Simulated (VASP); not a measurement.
# Si2Ni (Fm-3m) in VASP: a series of runs

Aim: see how the results for Si2Ni move with the level of theory and the settings. Levels: PBE+U, PBEsol. Tasks: relaxation of cell and atoms, vibrations by perturbation theory.

Program: VASP 6.6.1. These are calculated values, not measurements. Logs are shortened: lines on timing, memory, paths and dates and some standing lists are left out, and cuts for length are marked.

## (1) The cell of the first run

The structure is cubic, space group Fm-3m (No. 225). Conventional cell: a = 5.406 Å, b = 5.406 Å, c = 5.406 Å, α = 90.00°, β = 90.00°, γ = 90.00°. Ni (site symmetry m-3m) has 8 Si at 2.34 Å within 3.1 Å. Within 3.1 Å of Si (site symmetry -43m) lie 4 Ni at 2.34 Å and 6 Si at 2.70 Å.

## (2) Relaxation of cell and atoms, PBE+U, collinear spin, ferromagnetic start

Input file INCAR:

```
ALGO = Normal
EDIFF = 1E-7
EDIFFG = -0.01
ENCUT = 600
GGA = PE
IBRION = 2
ISIF = 3
ISMEAR = -1
ISPIN = 2
LASPH = True
LCHARG = False
LDAU = True
LDAUJ = 0 0
LDAUL = 2 -1
LDAUPRINT = 1
LDAUTYPE = 2
LDAUU = 1 0
LMAXMIX = 4
LORBIT = 11
LREAL = False
LWAVE = False
MAGMOM = 1 0 0
NELM = 150
NSW = 60
PREC = Accurate
SIGMA = 0.05
```

Input file KPOINTS:

```
k-points
0
Gamma
  9 9 9
```

Input file POSCAR:

```
Si2Ni
1.0
    0.0000000000      2.7030000000      2.7030000000
    2.7030000000      0.0000000000      2.7030000000
    2.7030000000      2.7030000000      0.0000000000
Ni Si
1 2
Direct
    0.0000000000      0.0000000000      0.0000000000
    0.7500000000      0.7500000000      0.7500000000
    0.2500000000      0.2500000000      0.2500000000
```

Potentials or basis: VASP PAW PBE potentials, release 64 (Ni, Si).

On the command line:

```
$ cat potpaw_PBE.64/Ni/POTCAR potpaw_PBE.64/Si/POTCAR > POTCAR
$ mpirun -np 1 vasp_std > vasp.out
```

OUTCAR:

```text
EDIFF = 1E-7
   EDIFFG = -0.01
   ENCUT = 600
   GGA = PE
   IBRION = 2
   ISIF = 3
   ISMEAR = -1
   ISPIN = 2
   LASPH = True
   LORBIT = 11
   LREAL = False
   NELM = 150
   NSW = 60
   PREC = Accurate

 ion  position               nearest neighbor table
   1  0.000  0.000  0.000-   2 2.34   2 2.34   3 2.34   3 2.34   2 2.34   2 2.34   3 2.34   3 2.34

   2  0.750  0.750  0.750-   1 2.34   1 2.34   1 2.34   1 2.34   3 2.70   3 2.70   3 2.70   3 2.70
                             3 2.70   3 2.70
   3  0.250  0.250  0.250-   1 2.34   1 2.34   1 2.34   1 2.34   2 2.70   2 2.70   2 2.70   2 2.70
                             2 2.70   2 2.70

  LATTYP: Found a face centered cubic cell.
 ALAT       =     5.4060000000

  Lattice vectors:

 A1 = (   0.0000000000,   2.7030000000,   2.7030000000)
 A2 = (   2.7030000000,   0.0000000000,   2.7030000000)
 A3 = (   2.7030000000,   2.7030000000,   0.0000000000)

Analysis of symmetry for initial positions (statically):
=====================================================================
 Subroutine PRICEL returns:
 Original cell was already a primitive cell.

 Routine SETGRP: Setting up the symmetry group for a
 face centered cubic supercell.

 Subroutine GETGRP returns: Found 48 space group operations
 (whereof 48 operations were pure point group operations)
 out of a pool of 48 trial point group operations.

The static configuration has the point symmetry O_h .

Analysis of symmetry for dynamics (positions and initial velocities):
=====================================================================
 Subroutine PRICEL returns:
 Original cell was already a primitive cell.

 Routine SETGRP: Setting up the symmetry group for a
 face centered cubic supercell.

 Subroutine GETGRP returns: Found 48 space group operations
 (whereof 48 operations were pure point group operations)
 out of a pool of 48 trial point group operations.

The dynamic configuration has the point symmetry O_h .

Analysis of structural, dynamic, and magnetic symmetry:
=====================================================================
 Subroutine PRICEL returns:
 Original cell was already a primitive cell.

 Routine SETGRP: Setting up the symmetry group for a
 face centered cubic supercell.

 Subroutine GETGRP returns: Found 48 space group operations
 (whereof 48 operations were pure point group operations)
 out of a pool of 48 trial point group operations.

The overall configuration has the point symmetry O_h .

[... 206 lines left out ...]
      1      -3.5795      1.00000
      2       4.8762      1.00000
      3       4.8762      1.00000
      4       4.8762      1.00000
      5       6.4662      1.00000
      6       6.4662      1.00000
      7       9.3696      0.99997
      8      11.5540      0.00000
      9      11.5540      0.00000
     10      11.5540      0.00000
     11      12.3138      0.00000
     12      12.3138      0.00000
[... 841 lines left out ...]
--------------------------------------- Ionic step        3  -------------------------------------------

 number of electron      17.9999999 magnetization       0.0000001

atom =   1  type =  1  l = 2

 onsite density matrix

spin component  1

  0.8302  0.0000  0.0000 -0.0000 -0.0000
  0.0000  0.8302  0.0000 -0.0000 -0.0000
  0.0000  0.0000  0.8854  0.0000 -0.0000
 -0.0000 -0.0000  0.0000  0.8302  0.0000
 -0.0000 -0.0000 -0.0000  0.0000  0.8854

spin component  2

  0.8302  0.0000  0.0000 -0.0000 -0.0000
  0.0000  0.8302  0.0000 -0.0000 -0.0000
  0.0000  0.0000  0.8854  0.0000 -0.0000
 -0.0000 -0.0000  0.0000  0.8302  0.0000
 -0.0000 -0.0000 -0.0000  0.0000  0.8854

 occupancies and eigenvectors

  o =  0.8302  v =  1.0000  0.0000  0.0000  0.0000  0.0000  0.0000  0.0000  0.0000  0.0000  0.0000      0.0000  0.0000  0.0000  0.0000  0.0000  0.0000  0.0000  0.0000  0.0000  0.0000
  o =  0.8302  v =  0.0000  0.0932  0.0000 -0.9956  0.0000  0.0000  0.0000  0.0000  0.0000  0.0000      0.0000  0.0000  0.0000  0.0000  0.0000  0.0000  0.0000  0.0000  0.0000  0.0000
  o =  0.8302  v =  0.0000  0.9956 -0.0000  0.0932  0.0000  0.0000  0.0000  0.0000  0.0000  0.0000      0.0000  0.0000  0.0000  0.0000  0.0000  0.0000  0.0000  0.0000  0.0000  0.0000
  o =  0.8302  v =  0.0000  0.0000  0.0000  0.0000  0.0000  0.0000  0.6043 -0.0000  0.7968 -0.0000      0.0000  0.0000  0.0000  0.0000  0.0000  0.0000  0.0000  0.0000  0.0000  0.0000
  o =  0.8302  v =  0.0000  0.0000  0.0000  0.0000  0.0000  1.0000  0.0000  0.0000  0.0000  0.0000      0.0000  0.0000  0.0000  0.0000  0.0000  0.0000  0.0000  0.0000  0.0000  0.0000
  o =  0.8302  v =  0.0000  0.0000  0.0000  0.0000  0.0000  0.0000 -0.7968 -0.0000  0.6043  0.0000      0.0000  0.0000  0.0000  0.0000  0.0000  0.0000  0.0000  0.0000  0.0000  0.0000
  o =  0.8854  v =  0.0000 -0.0000  0.9785  0.0000  0.2061  0.0000  0.0000  0.0000  0.0000  0.0000      0.0000  0.0000  0.0000  0.0000  0.0000  0.0000  0.0000  0.0000  0.0000  0.0000
  o =  0.8854  v =  0.0000 -0.0000 -0.2061  0.0000  0.9785  0.0000  0.0000  0.0000  0.0000  0.0000      0.0000  0.0000  0.0000  0.0000  0.0000  0.0000  0.0000  0.0000  0.0000  0.0000
  o =  0.8854  v =  0.0000  0.0000  0.0000  0.0000  0.0000  0.0000  0.0000  0.7927  0.0000  0.6096      0.0000  0.0000  0.0000  0.0000  0.0000  0.0000  0.0000  0.0000  0.0000  0.0000
  o =  0.8854  v =  0.0000  0.0000  0.0000  0.0000  0.0000  0.0000  0.0000  0.6096  0.0000 -0.7927      0.0000  0.0000  0.0000  0.0000  0.0000  0.0000  0.0000  0.0000  0.0000  0.0000

 number of electron      17.9999999 magnetization      -0.0000006

 Free energy of the ion-electron system (eV)
  ---------------------------------------------------
  ext. energy  EPLUGINS =         0.00000000
  ---------------------------------------------------
  free energy    TOTEN  =       -16.73993574 eV

  energy without entropy =      -16.73351436  energy(sigma->0) =      -16.73672505

 E-fermi :  10.1174     XC(G=0): -11.4928

 val. band max:       10.0245236019   @ k =   0.3333   0.2222   0.0000
 cond. band min:      10.1962604447   @ k =  -0.4444   0.4444   0.1111
 fundamental gap:      0.1717368428
 Fermi energy:        10.1174075618

 spin component 1

 k-point     1 :       0.0000    0.0000    0.0000
  band No.  band energies     occupation
      1      -3.5038      1.00000
      2       4.9941      1.00000
      3       4.9941      1.00000
      4       4.9941      1.00000
      5       6.6013      1.00000
      6       6.6013      1.00000
      7       9.6972      0.99978
      8      11.7869      0.00000
      9      11.7869      0.00000
     10      11.7869      0.00000
     11      12.5046      0.00000
     12      12.5046      0.00000
[... 835 lines left out ...]
  FREE ENERGIE OF THE ION-ELECTRON SYSTEM (eV)
  ---------------------------------------------------
  free  energy   TOTEN  =       -16.7399357408 eV

  energy  without entropy=      -16.7335143567  energy(sigma->0) =      -16.73672505

 reached required accuracy - stopping structural energy minimisation

 total charge

# of ion       s       p       d       tot
------------------------------------------
    1        0.546   0.759   8.490   9.795
    2        0.749   0.827   0.000   1.576
    3        0.749   0.827   0.000   1.576
--------------------------------------------------
tot          2.044   2.414   8.490  12.947

 magnetization (x)

# of ion       s       p       d       tot
------------------------------------------
    1        0.000   0.000  -0.000  -0.000
    2       -0.000  -0.000   0.000  -0.000
    3       -0.000  -0.000   0.000  -0.000
--------------------------------------------------
tot         -0.000   0.000  -0.000  -0.000
```

Run time: 57 s. Hardware: 1 thread of Intel Xeon 6975P-C (Granite Rapids), shared host; peak memory 0.22 GiB.

Results:

```yaml
Free_energy: -16.7399 eV
Relaxed_volume: 13.42 Å³/atom
Relaxed_cell: a = 3.847 Å, b = 3.847 Å, c = 3.847 Å, α = 60.00°, β = 60.00°, γ = 60.00°
Space_group_after_relaxing_to_0.05_Å: Fm-3m (No. 225)
Energy_gained_by_relaxing: 2.3 meV/atom
Ionic_steps: 3
Pressure_after_relaxing: 0.0 GPa
Band_gap_on_the_k_mesh: zero (filled and empty bands overlap)
Net_moment: 0.00 μB per cell
Valence_electrons_inside_the_program's_atomic_spheres: Ni 9.79; Si 1.58
```

Step by step:
| step | energy change (eV) | largest force (eV/Å) | pressure (GPa) | volume (Å³) |
| --- | --- | --- | --- | --- |
| 1 | 0.0000 | 0.0000 | 2.90 | 39.50 |
| 2 | -0.0029 | 0.0000 | -2.13 | 40.87 |
| 3 | -0.0069 | 0.0000 | -0.01 | 40.27 |

Final structure:
```
Ni Si
1.0
     0.00000    2.72055    2.72055
     2.72055    0.00000    2.72055
     2.72055    2.72055    0.00000
Ni Si
1 2
Direct
  0.00000 0.00000 0.00000
  0.75000 0.75000 0.75000
  0.25000 0.25000 0.25000
```

Eigenvalues of the final occupation matrices:
| site | spin | trace | eigenvalues |
| --- | --- | --- | --- |
| site 1 d | 1 | 4.26 | 0.83 0.83 0.83 0.89 0.89 |
| site 1 d | 2 | 4.26 | 0.83 0.83 0.83 0.89 0.89 |

Caveat: the U is typed as a test and isn't derived for this compound. PBE usually gives volumes a little too large and moduli too small.

## (3) Relaxation of cell and atoms, PBE+U, collinear spin, ferromagnetic start

Input file INCAR:

```
PREC = Accurate
ENCUT = 600
EDIFF = 1E-7
ISMEAR = -1
SIGMA = 0.05
LREAL = F
LASPH = T
NELM = 150
ALGO = Normal
ISIF = 3
LWAVE = F
LCHARG = F
ISPIN = 2
MAGMOM = 1 0 0
LORBIT = 11
LMAXMIX = 4
LDAU = T
LDAUTYPE = 2
LDAUL = 2 -1
LDAUU = 4 0
LDAUJ = 0 0
LDAUPRINT = 1
GGA = PE
IBRION = 2
NSW = 60
EDIFFG = -0.01
```

Input file KPOINTS:

```
Automatic mesh
0
Gamma
  9 9 9
```

POSCAR is that of step 2.

Potentials or basis: VASP PAW PBE potentials, release 64 (Ni, Si).

On the command line:

```
$ cat potpaw_PBE.64/Ni/POTCAR potpaw_PBE.64/Si/POTCAR > POTCAR
$ mpirun -np 1 vasp_std > vasp.out
```

Wall time 24 s (1 thread of Intel Xeon 6975P-C (Granite Rapids), shared host); peak memory 0.22 GiB.

The run converged. Its results:

```yaml
Free_energy: -14.9572 eV
Pressure_after_relaxing: 0.0 GPa
Band_gap_on_the_k_mesh: zero (filled and empty bands overlap)
Net_moment: 0.00 μB per cell
Valence_electrons_inside_the_program's_atomic_spheres: Ni 9.97; Si 1.58
```

Final structure:
```xyz
3
Lattice="0.0000 2.7030 2.7030 2.7030 0.0000 2.7030 2.7030 2.7030 0.0000" Properties=species:S:1:pos:R:3 pbc="T T T"
Ni    0.0000    0.0000    0.0000
Si    4.0545    4.0545    4.0545
Si    1.3515    1.3515    1.3515
```

Levels at points of the mesh, in eV from the Fermi level:
Spin up:
```csv
k point,band 5,band 6,band 7,band 8,band 9,band 10,band 11,band 12,band 13,band 14
"(0.00, 0.00, 0.00)",-4.01,-4.01,-0.18,1.65,1.65,1.65,2.58,2.58,2.58,4.86
```
Spin down:
| k point | band 5 | band 6 | band 7 | band 8 | band 9 | band 10 | band 11 | band 12 | band 13 | band 14 |
| --- | --- | --- | --- | --- | --- | --- | --- | --- | --- | --- |
| (0.00, 0.00, 0.00) | -4.01 | -4.01 | -0.18 | 1.65 | 1.65 | 1.65 | 2.58 | 2.58 | 2.58 | 4.86 |

Eigenvalues of the final occupation matrices:
```csv
site,spin,trace,eigenvalues
site 1 d,1,4.35,0.85 0.85 0.85 0.90 0.90
site 1 d,2,4.35,0.85 0.85 0.85 0.90 0.90
```

Caveat: the relaxation stopped at its first step, so nothing moved; the U is typed as a test and isn't derived for this compound. The state reached can hang on the start; a lower one may exist.

## (4) Vibrations by perturbation theory, PBEsol, collinear spin, ferromagnetic start

Input file INCAR:

```
SYSTEM = Si2Ni
ALGO = Normal
EDIFF = 1E-8
ENCUT = 520
GGA = PS
IBRION = 8
ISIF = 2
ISMEAR = -1
ISPIN = 2
LASPH = .TRUE.
LCHARG = .TRUE.
LMAXMIX = 4
LORBIT = 11
LREAL = .FALSE.
LWAVE = .FALSE.
MAGMOM = 1 0 0
NELM = 150
NSW = 1
PREC = Accurate
SIGMA = 0.05
```

Input file KPOINTS:

```
k-points
0
G
  8 8 8
  0 0 0
```

POSCAR is that of step 3.

Potentials or basis: VASP PAW PBE potentials, release 64 (Ni, Si).

On the command line:

```
$ cat potpaw_PBE.64/Ni/POTCAR potpaw_PBE.64/Si/POTCAR > POTCAR
$ mpirun -np 1 vasp_std > vasp.out
```

OUTCAR:

```text
SYSTEM = Si2Ni
   EDIFF = 1E-8
   ENCUT = 520
   GGA = PS
   IBRION = 8
   ISIF = 2
   ISMEAR = -1
   ISPIN = 2
   LASPH = .TRUE.
   LORBIT = 11
   LREAL = .FALSE.
   NELM = 150
   NSW = 1
   PREC = Accurate

 ion  position               nearest neighbor table
   1  0.000  0.000  0.000-   2 2.34   2 2.34   3 2.34   3 2.34   2 2.34   2 2.34   3 2.34   3 2.34

   2  0.750  0.750  0.750-   1 2.34   1 2.34   1 2.34   1 2.34   3 2.70   3 2.70   3 2.70   3 2.70
                             3 2.70   3 2.70
   3  0.250  0.250  0.250-   1 2.34   1 2.34   1 2.34   1 2.34   2 2.70   2 2.70   2 2.70   2 2.70
                             2 2.70   2 2.70

  LATTYP: Found a face centered cubic cell.
 ALAT       =     5.4060000000

  Lattice vectors:

 A1 = (   0.0000000000,   2.7030000000,   2.7030000000)
 A2 = (   2.7030000000,   0.0000000000,   2.7030000000)
[... 1097 lines left out ...]
  2X     4.970949   -0.000000   -0.000000   -7.058160    0.000000    0.000000    2.087211    0.000000    0.000000
  2Y    -0.000000    4.970949    0.000000    0.000000   -7.058160    0.000000    0.000000    2.087211    0.000000
  2Z    -0.000000    0.000000    4.970949    0.000000    0.000000   -7.058160    0.000000    0.000000    2.087211
  3X     4.970949   -0.000000   -0.000000    2.087211    0.000000    0.000000   -7.058160    0.000000    0.000000
  3Y    -0.000000    4.970949    0.000000    0.000000    2.087211    0.000000    0.000000   -7.058160    0.000000
  3Z    -0.000000    0.000000    4.970949    0.000000    0.000000    2.087211    0.000000    0.000000   -7.058160

 Eigenvectors and eigenvalues of the dynamical matrix
 ----------------------------------------------------

   1 f  =    9.201300 THz    57.813472 2PiTHz  306.922327 cm-1    38.053501 meV
             X         Y         Z           dx          dy          dz
      0.000000  0.000000  0.000000    -0.324817    0.619044   -0.018455
      4.054500  4.054500  4.054500     0.234761   -0.447413    0.013338
      1.351500  1.351500  1.351500     0.234761   -0.447413    0.013338
[... 43 lines left out ...]
   9 f/i=    0.000296 THz     0.001857 2PiTHz    0.009860 cm-1     0.001222 meV
             X         Y         Z           dx          dy          dz
      0.000000  0.000000  0.000000    -0.222228    0.676786    0.059272
      4.054500  4.054500  4.054500    -0.153738    0.468203    0.041005
      1.351500  1.351500  1.351500    -0.153738    0.468203    0.041005

--------------------------------------------------------------------------------------------------------

 ELASTIC MODULI CONTR FROM IONIC RELAXATION (kBar)
 Direction    XX          YY          ZZ          XY          YZ          ZX
 --------------------------------------------------------------------------------
 XX          -0.0000     -0.0000     -0.0000     -0.0000     -0.0000     -0.0000
 YY          -0.0000     -0.0000     -0.0000     -0.0000     -0.0000      0.0000
 ZZ          -0.0000     -0.0000     -0.0000      0.0000     -0.0000     -0.0000
 XY          -0.0000     -0.0000      0.0000   -531.0022     -0.0000      0.0000
 YZ          -0.0000     -0.0000     -0.0000     -0.0000   -531.0022     -0.0000
 ZX          -0.0000      0.0000     -0.0000      0.0000     -0.0000   -531.0022
 --------------------------------------------------------------------------------

 total charge

# of ion       s       p       d       tot
------------------------------------------
    1        0.565   0.810   8.452   9.828
    2        0.739   0.843   0.000   1.582
    3        0.739   0.843   0.000   1.582
--------------------------------------------------
tot          2.043   2.497   8.452  12.992

 magnetization (x)

# of ion       s       p       d       tot
------------------------------------------
    1       -0.000   0.000   0.000   0.000
    2        0.000   0.000   0.000   0.000
    3        0.000   0.000   0.000   0.000
--------------------------------------------------
tot         -0.000   0.000   0.000   0.000
```

stdout:

```text
POSCAR found type information on POSCAR NiSi
 POSCAR found :  2 types and       3 ions
 scaLAPACK will be used
 -----------------------------------------------------------------------------
|                                                                             |
|                                                                             |
|     You enforced a specific xc type in the INCAR file but a different       |
|     I HOPE YOU KNOW WHAT YOU ARE DOING!                                     |
|                                                                             |
 -----------------------------------------------------------------------------

 LDA part: xc-table for (Slater+PW92), standard interpolation
 POSCAR, INCAR and KPOINTS ok, starting setup
 FFT: planning ... GRIDC
 FFT: planning ... GRID_SOFT
 FFT: planning ... GRID
 WAVECAR not read
 entering main loop
 Linear response reoptimize wavefunctions to high precision
 Linear response DOF=           2
 Linear response progress:
 first order change of Fermi-energy  -0.15101E-03
 force on displaced ion       1 direction 1 :  -9.943   0.000   0.000
 Linear response progress:
 first order change of Fermi-energy  -0.89142E-05
 force on displaced ion       2 direction 1 :  -7.058   0.000   0.000
 Linear response finished
```

Run time: 9.9 min. Hardware: 1 thread of AMD EPYC 7R13, shared host; peak memory 0.32 GiB.

What came out:

```yaml
Net_moment: 0.00 μB per cell
Valence_electrons_inside_the_program's_atomic_spheres: Ni 9.83; Si 1.58
Highest_phonon_frequency_at_Γ_LO-TO_splitting_left_out: 307 cm⁻¹
```

Phonon frequencies in cm⁻¹ (negative: imaginary):
```csv
q point,frequencies
"(0.000, 0.000, 0.000)",0 0 0 298 298 298 307 307 307
```

Caveat: the cell wasn't relaxed at this level first, which shifts response properties; the PAW data sets were made with another functional, which shifts forces and pressure a little.

## (5) Summary

| task | level | U | cell | k mesh | cutoff (eV) | gap on the mesh (eV) | pressure (GPa) | moment (μB) |
| --- | --- | --- | --- | --- | --- | --- | --- | --- |
| relaxation of cell and atoms | PBE+U | Ni d U = 1.0 eV | relaxed | 9 × 9 × 9 | 600 | none | 0.0 | 0.00 |
| relaxation of cell and atoms | PBE+U | Ni d U = 4.0 eV | relaxed | 9 × 9 × 9 | 600 | none | 0.0 | 0.00 |
| vibrations by perturbation theory | PBEsol | - | as given | 8 × 8 × 8 | 520 | - | - | 0.00 |

Alike in all rows: potentials or basis VASP PAW PBE potentials, release 64 (Ni, Si); spin collinear, ferromagnetic start; smearing fermi-dirac 0.05 eV.

Caveats: the U is typed as a test and isn't derived for this compound (some runs); the relaxation stopped at its first step, so nothing moved (some runs); the cell wasn't relaxed at this level first, which shifts response properties (some runs); the PAW data sets were made with another functional, which shifts forces and pressure a little (some runs).

Absolute energies hang on the potentials; compare differences alone.
